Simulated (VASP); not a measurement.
# Sb (R-3m) in VASP: notebook

Aim: see how the results for Sb move with the level of theory and the settings. Levels: PBE, revPBE+D3(BJ), revPBE+D4. Tasks: single point, relaxation of cell and atoms.

All numbers are computed with VASP 6.6.1; they aren't measurements. Logs are shortened: lines on timing, memory, paths and dates and some standing lists are left out, and cuts for length are marked.

### 1 The cell of the first run

Symmetry: R-3m, No. 166, trigonal system. The conventional cell has a = 4.308 Å, b = 4.308 Å, c = 11.274 Å, α = 90.00°, β = 90.00°, γ = 120.00°. Sb (site symmetry 3m) has 6 Sb at 2.91 to 3.35 Å within 3.8 Å.

### 2 Single point, PBE

INCAR reads:

```
  ALGO = Normal
  EDIFF = 1E-6
  ENCUT = 520
  GGA = PE
  ISIF = 2
  ISMEAR = 0
  LASPH = True
  LCHARG = False
  LREAL = False
  LWAVE = False
  NBANDS = 12
  NELM = 80
  PREC = Accurate
  SIGMA = 0.022
```

KPOINTS reads:

```
k-points
0
Gamma
  8 8 8
```

POSCAR reads:

```
Sb
1.0
    2.1542000000      1.2437279499      3.7580000000
   -2.1542000000      1.2437279499      3.7580000000
    0.0000000000     -2.4874558998      3.7580000000
Sb
2
Direct
    0.7665100000      0.7665100000      0.7665100000
    0.2334900000      0.2334900000      0.2334900000
```

Potentials or basis: VASP PAW PBE potentials, release 64 (Sb).

Run with:

```bash
$ cat potpaw_PBE.64/Sb/POTCAR > POTCAR
$ mpirun -np 1 vasp_std > vasp.out
```

OUTCAR:

```text
EDIFF = 1E-6
   ENCUT = 520
   GGA = PE
   ISIF = 2
   ISMEAR = 0
   LASPH = True
   LREAL = False
   NELM = 80
   PREC = Accurate

 ion  position               nearest neighbor table
   1  0.767  0.767  0.767-   2 2.91   2 2.91   2 2.91   2 3.35   2 3.35   2 3.35
   2  0.233  0.233  0.233-   1 2.91   1 2.91   1 2.91   1 3.35   1 3.35   1 3.35

  LATTYP: Found a trigonal (rhomboedric) cell.
 ALAT       =     4.5066618304
 COS(alpha) =     0.5430253624

  Lattice vectors:

 A1 = (   2.1542000000,   1.2437279499,   3.7580000000)
 A2 = (  -2.1542000000,   1.2437279499,   3.7580000000)
 A3 = (   0.0000000000,  -2.4874558998,   3.7580000000)

Analysis of symmetry for initial positions (statically):
=====================================================================
 Subroutine PRICEL returns:
 Original cell was already a primitive cell.

 Routine SETGRP: Setting up the symmetry group for a
 trigonal (rhombohedral) supercell.

 Subroutine GETGRP returns: Found 12 space group operations
 (whereof 12 operations were pure point group operations)
 out of a pool of 12 trial point group operations.

The static configuration has the point symmetry D_3d.

Analysis of symmetry for dynamics (positions and initial velocities):
=====================================================================
 Subroutine PRICEL returns:
 Original cell was already a primitive cell.

 Routine SETGRP: Setting up the symmetry group for a
 trigonal (rhombohedral) supercell.

 Subroutine GETGRP returns: Found 12 space group operations
 (whereof 12 operations were pure point group operations)
 out of a pool of 12 trial point group operations.

The dynamic configuration has the point symmetry D_3d.

 Subroutine INISYM returns: Found 12 space group operations
 (whereof 12 operations are pure point group operations),
 and found     1 'primitive' translations

----------------------------------------------------------------------------------------

                                     Primitive cell

  volume of cell :      60.4115

  direct lattice vectors                    reciprocal lattice vectors
     2.154200000  1.243727950  3.758000000     0.232104726  0.134005726  0.088699663
    -2.154200000  1.243727950  3.758000000    -0.232104726  0.134005726  0.088699663
     0.000000000 -2.487455900  3.758000000     0.000000000 -0.268011452  0.088699663

  length of vectors
     4.506661830  4.506661830  4.506661830     0.282307932  0.282307932  0.282307932

  position of ions in fractional coordinates (direct lattice)
     0.766510000  0.766510000  0.766510000
     0.233490000  0.233490000  0.233490000

  ion indices of the primitive-cell ions
   primitive index   ion index
                 1           1
                 2           2

----------------------------------------------------------------------------------------

 KPOINTS: k-points

Automatic generation of k-mesh.
 Grid dimensions read from file:
 generate k-points for:    8    8    8

 Generating k-lattice:

  Cartesian coordinates                     Fractional coordinates (reciprocal lattice)
     0.029013091  0.016750716  0.011087458     0.125000000  0.000000000  0.000000000
    -0.029013091  0.016750716  0.011087458     0.000000000  0.125000000  0.000000000
     0.000000000 -0.033501431  0.011087458     0.000000000  0.000000000  0.125000000

  Length of vectors
     0.035288491  0.035288491  0.035288491

  Shift w.r.t. Gamma in fractional coordinates (k-lattice)
     0.000000000  0.000000000  0.000000000

 Subroutine IBZKPT returns following result:
 ===========================================

 Found     65 irreducible k-points:

 Following reciprocal coordinates:
            Coordinates               Weight
  0.000000  0.000000  0.000000      1.000000
  0.125000 -0.000000  0.000000      6.000000
  0.250000 -0.000000  0.000000      6.000000
  0.375000 -0.000000 -0.000000      6.000000
  0.500000 -0.000000  0.000000      3.000000
  0.125000  0.125000  0.000000      6.000000
[... 16 lines left out ...]
  0.250000  0.125000  0.125000      6.000000
  0.375000  0.125000  0.125000      6.000000
 [... further k-points ...]
   k-points           NKPTS =     65   k-points in BZ     NKDIM =     65   number of bands    NBANDS=     12
   number of dos      NEDOS =    301   number of ions     NIONS =      2
   total plane-waves  NPLWV =  46656
   dimension x,y,z NGX =    36 NGY =   36 NGZ =   36
   dimension x,y,z NGXF=    72 NGYF=   72 NGZF=   72
   ions per type =               2
   NGX,Y,Z   is equivalent  to a cutoff of  13.28, 13.28, 13.28 a.u.
   NGXF,Y,Z  is equivalent  to a cutoff of  26.56, 26.56, 26.56 a.u.
 SYSTEM =  unknown system
   PREC   = accura    normal or accurate (medium, high low for compatibility)
   ISTART =      0    job   : 0-new  1-cont  2-samecut
   ICHARG =      2    charge: 1-file 2-atom 10-const
   ISPIN  =      1    spin polarized calculation?
   LNONCOLLINEAR =      F non collinear calculations
   LSORBIT =      F    spin-orbit coupling
   LASPH  =      T    aspherical Exc in radial PAW
   ENCUT  =  520.0 eV  38.22 Ry    6.18 a.u.   8.38  8.38  8.38*2*pi/ulx,y,z
   NELM   =     80;   NELMIN=  2; NELMDL= -5     # of ELM steps
   EDIFF  = 0.1E-05   stopping-criterion for ELM
   LREAL  =      F    real-space projection
   EDIFFG = 0.1E-04   stopping-criterion for IOM
   NSW    =      0    number of steps for IOM
   IBRION =     -1    ionic relax: 0-MD 1-quasi-New 2-CG
   NFREE  =      0    steps in history (QN), initial steepest desc. (CG)
   ISIF   =      2    stress and relaxation
   ISYM   =      2    0-nonsym 1-usesym 2-fastsym
   POTIM  = 0.5000    time-step for ionic-motion
   TEBEG  =    0.0;   TEEND  =   0.0 temperature during run
   PSTRESS=    0.0 pullay stress
   NELECT =      10.0000    total number of electrons
   NUPDOWN=      -1.0000    fix difference up-down
   EMIN   =  10.00;   EMAX   =-10.00  energy-range for DOS
   EFERMI =   0.00;   METHOD = LEGACY
   ISMEAR =     0;   SIGMA  =   0.02  broadening in eV -4-tet -1-fermi 0-gaus
   EFERMI_NEDOS =   21; number of points for ismear=-14 and -15
   IALGO  =     38    algorithm
   IMIX   =      4    mixing-type and parameters
     AMIX     =   0.40;   BMIX     =  1.00
     AMIX_MAG =   1.60;   BMIX_MAG =  1.00
  volume/ion in A,a.u.               =      30.21       203.84
  Fermi-wavevector in a.u.,A,eV,Ry     =   0.898880  1.698637 10.993305  0.807985
  Thomas-Fermi vector in A             =   2.021644
   LORBIT       =      0    0 simple, 1 ext, 2 COOP (PROOUT), +10 PAW based schemes
   GGA     = PE    functional components
   LHFCALC =     F    Hartree Fock is set to
   AEXX    =    0.0000 exact exchange contribution
   IVDW    =     0    specifies the selected vdW correction
   LEPSILON=     F    determine dielectric tensor
   LRPA    =     F    only Hartree local field effects (RPA)
 non-spin polarized calculation
 Gauss-broadening in eV      SIGMA  =   0.02
  energy-cutoff  :      520.00
  volume of cell :       60.41
 maximum number of plane-waves:      1638
 NGX is ok and might be reduce to    36
   NGX = 17   NGY = 17   NGZ = 17

 number of electron      10.0000000 magnetization

 Free energy of the ion-electron system (eV)
  ---------------------------------------------------
  ext. energy  EPLUGINS =         0.00000000
  ---------------------------------------------------
  free energy    TOTEN  =        -8.25623568 eV

  energy without entropy =       -8.25608044  energy(sigma->0) =       -8.25615806

 E-fermi :   7.3788     XC(G=0):  -9.5309

 val. band max:        7.3784950606   @ k =   0.3750   0.1250   0.1250
 cond. band min:       7.4201592497   @ k =   0.5000   0.5000   0.5000
 fundamental gap:      0.0416641891
 Fermi energy:         7.3787746951

 k-point     1 :       0.0000    0.0000    0.0000
  band No.  band energies     occupation
      1      -5.4388      2.00000
      2       2.4905      2.00000
      3       5.2199      2.00000
      4       5.4838      2.00000
      5       5.4838      2.00000
      6       9.3485      0.00000
      7       9.9804      0.00000
      8       9.9804      0.00000
      9      12.3692      0.00000
     10      12.3692      0.00000
     11      12.5295      0.00000
     12      13.8743      0.00000

 k-point     2 :       0.1250   -0.0000    0.0000
  band No.  band energies     occupation
      1      -5.2663      2.00000
      2       1.7590      2.00000
      3       5.2595      2.00000
      4       5.4428      2.00000
      5       5.7599      2.00000
      6       9.2441      0.00000
      7       9.5455      0.00000
      8       9.5844      0.00000
      9      11.8396      0.00000
     10      12.2839      0.00000
     11      12.4591      0.00000
     12      14.9617      0.00000

 k-point     3 :       0.2500   -0.0000    0.0000
  band No.  band energies     occupation
      1      -4.7540      2.00000
      2       0.2941      2.00000
      3       5.2779      2.00000
      4       5.3707      2.00000
      5       6.2098      2.00000
      6       8.5409      0.00000
      7       8.6642      0.00000
      8       8.7500      0.00000
      9      12.1975      0.00000
     10      12.7838      0.00000
     11      13.2938      0.00000
     12      17.0545      0.00000
[... 286 lines left out ...]
 k-point    23 :       0.2500    0.1250    0.1250
  band No.  band energies     occupation
      1      -5.0348      2.00000
      2       0.9447      2.00000
      3       4.5061      2.00000
      4       5.8263      2.00000
      5       6.7335      2.00000
      6       8.4458      0.00000
      7       8.5073      0.00000
      8      10.2484      0.00000
      9      12.0464      0.00000
     10      12.5180      0.00000
     11      13.3366      0.00000
     12      14.7294      0.00000

 k-point    24 :       0.3750    0.1250    0.1250
  band No.  band energies     occupation
      1      -4.4406      2.00000
      2      -0.2524      2.00000
      3       3.9129      2.00000
      4       5.7469      2.00000
      5       7.3785      1.01434
      6       7.4743      0.00000
      7       7.9573      0.00000
      8      10.3281      0.00000
      9      12.2793      0.00000
     10      13.2346      0.00000
     11      14.4675      0.00000
     12      16.2170      0.00000

 [... further k-points ...]

------------------------ aborting loop because EDIFF is reached ----------------------------------------

  FORCE on cell =-STRESS in cart. coord.  units (eV):
  Direction    XX          YY          ZZ          XY          YZ          ZX
  --------------------------------------------------------------------------------------
  -------------------------------------------------------------------------------------
  Total        1.1405773      1.1405773      0.8597630      0.0000000      0.0000000      0.0000000
  in kB       30.2493377     30.2493377     22.8018408      0.0000000      0.0000000      0.0000000
  external PRESSURE =      27.7668388 kB  Pullay stress =       0.0000000 kB

 VOLUME and BASIS-vectors are now :
 -----------------------------------------------------------------------------
  energy-cutoff  :      520.00
  volume of cell :       60.41
      direct lattice vectors                 reciprocal lattice vectors
     2.154200000  1.243727950  3.758000000     0.232104726  0.134005726  0.088699663
    -2.154200000  1.243727950  3.758000000    -0.232104726  0.134005726  0.088699663
     0.000000000 -2.487455900  3.758000000     0.000000000 -0.268011452  0.088699663

 POSITION                                       TOTAL-FORCE (eV/Angst)
 -----------------------------------------------------------------------------------
      0.00000      0.00000      8.64163         0.000000     -0.000000     -0.184834
      0.00000      0.00000      2.63237         0.000000      0.000000      0.184834
 -----------------------------------------------------------------------------------
    total drift:                                0.000000      0.000000     -0.000000

  FREE ENERGIE OF THE ION-ELECTRON SYSTEM (eV)
  ---------------------------------------------------
  free  energy   TOTEN  =        -8.2562356838 eV

  energy  without entropy=       -8.2560804388  energy(sigma->0) =       -8.25615806
```

Wall time 21 s (1 thread of AMD EPYC 9R45 (Zen 5), shared host); peak memory 0.19 GiB.

What came out:

- Free energy: -8.2562 eV
- Pressure: 2.8 GPa
- Largest force: 0.185 eV/Å
- Band gap on the k mesh: zero (bands 5 and 6 overlap by 0.30 eV)

Forces on the atoms (eV/Å):
```
Sb   0.000  0.000 -0.185
Sb   0.000  0.000  0.185
```

Levels at points of the mesh, in eV from the Fermi level:
| k point | band 1 | band 2 | band 3 | band 4 | band 5 | band 6 | band 7 | band 8 | band 9 | band 10 |
| --- | --- | --- | --- | --- | --- | --- | --- | --- | --- | --- |
| (0.00, 0.00, 0.00) | -12.82 | -4.89 | -2.16 | -1.89 | -1.89 | 1.97 | 2.60 | 2.60 | 4.99 | 4.99 |
| (0.50, 0.00, 0.00) | -10.46 | -9.73 | -2.04 | -1.92 | -0.38 | -0.30 | 0.10 | 0.41 | 7.47 | 8.11 |
| (0.50, 0.50, 0.00) | -10.45 | -8.10 | -5.53 | -3.85 | -3.76 | 1.43 | 4.85 | 5.43 | 6.85 | 8.60 |
| (0.50, 0.50, 0.50) | -11.29 | -9.07 | -1.41 | -1.41 | -0.57 | 0.04 | 0.04 | 1.04 | 6.90 | 8.55 |

Caveat: spin-orbit coupling is left out, which moves the levels of the heavy elements.

### 3 Relaxation of cell and atoms, revPBE+D3(BJ)

INCAR reads:

```
SYSTEM = Sb
ALGO = Normal
EDIFF = 1E-7
EDIFFG = -0.01
ENCUT = 600
GGA = RE
IBRION = 2
ISIF = 3
ISMEAR = -1
IVDW = 12
LASPH = .True.
LCHARG = .False.
LREAL = .False.
LWAVE = .False.
NELM = 100
NSW = 60
PREC = Accurate
SIGMA = 0.05
```

KPOINTS reads:

```
k-points
0
Gamma
  8 8 8
  0 0 0
```

POSCAR is that of step 2.

Potentials or basis: VASP PAW PBE potentials, release 64 (Sb).

Run with:

```bash
$ cat potpaw_PBE.64/Sb/POTCAR > POTCAR
$ mpirun -np 1 vasp_std > vasp.out
```

Wall time 1.8 min (1 thread of AMD EPYC 9R45 (Zen 5), shared host); peak memory 0.21 GiB.

It converged, with:

| Item | Value |
| --- | --- |
| Free energy | -9.4253 eV |
| Relaxed volume | 28.84 Å³/atom |
| Relaxed cell | a = 4.382 Å, b = 4.382 Å, c = 4.382 Å, α = 58.67°, β = 58.67°, γ = 58.67° |
| Space group after relaxing (to 0.1 Å) | R-3m (No. 166) |
| Energy gained by relaxing | 12.7 meV/atom |
| Ionic steps | 10 |
| Pressure after relaxing | 0.0 GPa |
| Largest force after relaxing | 0.003 eV/Å |
| Band gap on the k mesh | zero (bands 5 and 6 overlap by 0.29 eV) |
| Dispersion energy per atom | -0.935 eV |

Forces on the atoms (eV/Å):
```
Sb   0.000  0.000 -0.003
Sb   0.000  0.000  0.003
```

The path:
```
step  energy change (eV)  largest force (eV/Å)  pressure (GPa)  volume (Å³)
   1              0.0000                0.2154           -1.20        60.41
   2             -0.0118                0.2940            0.40        58.45
   3             -0.0121                0.3050            0.65        58.17
   4             -0.0212                0.1510            0.42        57.85
   5             -0.0250                0.0163            0.22        57.40
   6             -0.0250                0.0077            0.23        57.43
   7             -0.0252                0.0206           -0.15        57.80
   8             -0.0252                0.0173           -0.05        57.70
   9             -0.0253                0.0066           -0.02        57.69
  10             -0.0254                0.0031            0.01        57.68
```

Final structure:
```yaml
crystal:
  lattice:
    - [2.14682, 1.23947, 3.61311]
    - [-2.14682, 1.23947, 3.61311]
    - [0.00000, -2.47893, 3.61311]
  atoms:
    - { symbol: Sb, position: [0.76204, 0.76204, 0.76204] }
    - { symbol: Sb, position: [0.23796, 0.23796, 0.23796] }
```

Levels at points of the mesh, in eV from the Fermi level:
| k point | band 3 | band 4 | band 5 | band 6 | band 7 | band 8 |
| --- | --- | --- | --- | --- | --- | --- |
| (0.00, 0.00, 0.00) | -2.03 | -1.92 | -1.92 | 2.52 | 2.93 | 2.93 |
| (0.50, 0.00, 0.00) | -1.72 | -1.53 | -0.41 | -0.11 | 0.08 | 0.24 |
| (0.50, 0.50, 0.00) | -5.84 | -3.94 | -3.91 | 1.57 | 5.25 | 5.55 |
| (0.50, 0.50, 0.50) | -1.29 | -1.29 | -0.37 | -0.23 | -0.23 | 0.85 |

Caveat: the PAW data sets were made with another functional, which shifts forces and pressure a little; spin-orbit coupling is left out, which moves the levels of the heavy elements.

### 4 Relaxation of cell and atoms, revPBE+D4

INCAR reads:

```
SYSTEM = Sb
  PREC = Accurate
  ENCUT = 600
  EDIFF = 1E-7
  ISMEAR = -1
  SIGMA = 0.05
  LREAL = .False.
  LASPH = .True.
  NELM = 100
  ALGO = Normal
  ISIF = 3
  LWAVE = .False.
  LCHARG = .False.
  GGA = RE
  IVDW = 13
  IBRION = 2
  NSW = 60
  EDIFFG = -0.01
```

KPOINTS reads:

```
regular mesh
0
Gamma
  8 8 8
  0 0 0
```

POSCAR is that of step 3.

Run with:

```bash
$ cat potpaw_PBE.64/Sb/POTCAR > POTCAR
$ mpirun -np 1 vasp_std > vasp.out
```

Wall time 2.2 min (1 thread of AMD EPYC 9R45 (Zen 5), shared host); peak memory 0.19 GiB.

Results (log left out):

```yaml
Free_energy: -9.2502 eV
Relaxed_volume: 29.19 Å³/atom
Relaxed_cell: a = 4.402 Å, b = 4.402 Å, c = 4.402 Å, α = 58.60°, β = 58.60°, γ = 58.60°
Space_group_after_relaxing_to_0.1_Å: R-3m (No. 166)
Energy_gained_by_relaxing: 8.4 meV/atom
Ionic_steps: 14
Pressure_after_relaxing: 0.0 GPa
Largest_force_after_relaxing: 0.006 eV/Å
Band_gap_on_the_k_mesh: zero (bands 5 and 6 overlap by 0.25 eV)
Dispersion_energy_per_atom: -0.837 eV
```

Forces on the atoms (eV/Å):
```
Sb   0.000  0.000  0.006
Sb   0.000  0.000 -0.006
```

Step by step:
| step | energy change (eV) | largest force (eV/Å) | pressure (GPa) | volume (Å³) |
| --- | --- | --- | --- | --- |
| 1 | 0.0000 | 0.2190 | -0.65 | 60.41 |
| 2 | -0.0077 | 0.2101 | 0.03 | 59.35 |
| 3 | -0.0105 | 0.1997 | 0.78 | 58.34 |
| 4 | -0.0149 | 0.0912 | 0.37 | 58.40 |
| 5 | -0.0166 | 0.0176 | -0.05 | 58.46 |
| 6 | -0.0166 | 0.0214 | -0.07 | 58.47 |
| 7 | -0.0168 | 0.0169 | -0.02 | 58.40 |
| 8 | -0.0168 | 0.0125 | 0.04 | 58.34 |
| 9 | -0.0168 | 0.0036 | 0.14 | 58.21 |
| 10 | -0.0168 | 0.0095 | 0.07 | 58.30 |
| 11 | -0.0169 | 0.0116 | -0.01 | 58.37 |
| 12 | -0.0169 | 0.0119 | -0.02 | 58.38 |
| 13 | -0.0169 | 0.0117 | -0.02 | 58.38 |
| 14 | -0.0169 | 0.0061 | 0.00 | 58.37 |

Final structure:
```yaml
crystal:
  lattice:
    - [2.15413, 1.24369, 3.63153]
    - [-2.15413, 1.24369, 3.63153]
    - [0.00000, -2.48738, 3.63153]
  atoms:
    - { symbol: Sb, position: [0.76254, 0.76254, 0.76254] }
    - { symbol: Sb, position: [0.23746, 0.23746, 0.23746] }
```

Levels at points of the mesh, in eV from the Fermi level:
| k point | band 2 | band 3 | band 4 | band 5 | band 6 | band 7 | band 8 | band 9 |
| --- | --- | --- | --- | --- | --- | --- | --- | --- |
| (0.00, 0.00, 0.00) | -4.57 | -2.01 | -1.91 | -1.91 | 2.46 | 2.89 | 2.89 | 4.82 |
| (0.50, 0.00, 0.00) | -9.85 | -1.74 | -1.54 | -0.40 | -0.13 | 0.12 | 0.23 | 8.03 |
| (0.50, 0.50, 0.00) | -7.86 | -5.76 | -3.89 | -3.86 | 1.59 | 5.18 | 5.50 | 7.33 |
| (0.50, 0.50, 0.50) | -9.33 | -1.29 | -1.29 | -0.41 | -0.20 | -0.20 | 0.85 | 7.51 |

Caveat: the PAW data sets were made with another functional, which shifts forces and pressure a little; spin-orbit coupling is left out, which moves the levels of the heavy elements.

### 5 Summary

| task | level | cell | cutoff (eV) | smearing | gap on the mesh (eV) | pressure (GPa) | relaxed volume (Å³/atom) | largest force (eV/Å) |
| --- | --- | --- | --- | --- | --- | --- | --- | --- |
| single point | PBE | as given | 520 | gaussian 0.022 eV | none | 2.8 | - | 0.18 |
| relaxation of cell and atoms | revPBE+D3(BJ) | relaxed | 600 | fermi-dirac 0.05 eV | none | 0.0 | 28.84 | - |
| relaxation of cell and atoms | revPBE+D4 | relaxed | 600 | fermi-dirac 0.05 eV | none | 0.0 | 29.19 | 0.01 |

Alike in all rows: potentials or basis VASP PAW PBE potentials, release 64 (Sb); no spin polarisation; k mesh 8 × 8 × 8.

Caveats: spin-orbit coupling is left out, which moves the levels of the heavy elements; the PAW data sets were made with another functional, which shifts forces and pressure a little (at least some runs).

Total energies depend on the potentials used, so only differences within one code and one set of settings carry meaning.
